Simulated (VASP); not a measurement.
Wanted: the native input for a VASP 6.6.1 run.

```yaml
Task: single point
Functional: PBEsol
Potentials_or_basis: VASP PAW PBE potentials, release 64 (Si, C)
Cutoff: 520 eV
k_mesh: 12 × 12 × 4
Occupations: gaussian, width 0.05 eV
Spin: no spin polarisation
Dipole_correction: no
Further_INCAR_settings: ALGO = Normal; EDIFF = 1e-06; NBANDS = 26
```

The structure of SiC lies in POSCAR:

```
SiC
1.0
    3.2319704182      0.0000000000      0.0000000000
   -1.6159852091      2.6656842728      0.0000000000
    0.0000000000      0.0000000000      9.8410426652
Si C
4 4
Direct
    0.6666666667      0.3333333333      0.9378278494
    0.3333333333      0.6666666667      0.4378278494
    0.0000000000      0.0000000000      0.6878973398
    0.0000000000      0.0000000000      0.1878973398
    0.6666666667      0.3333333333      0.7498191768
    0.3333333333      0.6666666667      0.2498191768
    0.0000000000      0.0000000000      0.5004546340
    0.0000000000      0.0000000000      0.0004546340
```

This cell differs from its parent crystal: normal strain along x +0.0500, normal strain along z -0.0233.

These files were run (other wordings do the same):

INCAR

```
SYSTEM = SiC
PREC = Accurate ; ENCUT = 520
EDIFF = 1E-6 ; ISMEAR = 0
SIGMA = 0.05 ; LREAL = .False.
LASPH = .True. ; NELM = 60
ALGO = Normal ; ISIF = 2
LWAVE = .False. ; LCHARG = .False.
GGA = PS ; NBANDS = 26
```

KPOINTS

```
regular mesh
0
Gamma
  12 12 4
  0 0 0
```

Potentials or basis: VASP PAW PBE potentials, release 64 (Si, C).

Launch:

```bash
$ cat potpaw_PBE.64/Si/POTCAR potpaw_PBE.64/C/POTCAR > POTCAR
$ mpirun -np 1 vasp_std > vasp.out
```

It gave:

The pressure is -4.1 GPa and the largest force is 0.685 eV/Å. The band gap on the k mesh is 1.42 eV (least direct gap 2.84 eV).

Caveat: the cell differs from its parent crystal (normal strain along x +0.0500, normal strain along z -0.0233); the cell stands under tension; the PAW data sets were made with another functional, which shifts forces and pressure a little.

It took 3.5 min on 1 thread of Intel Xeon 8259CL (shared host), peak memory 0.34 GiB.
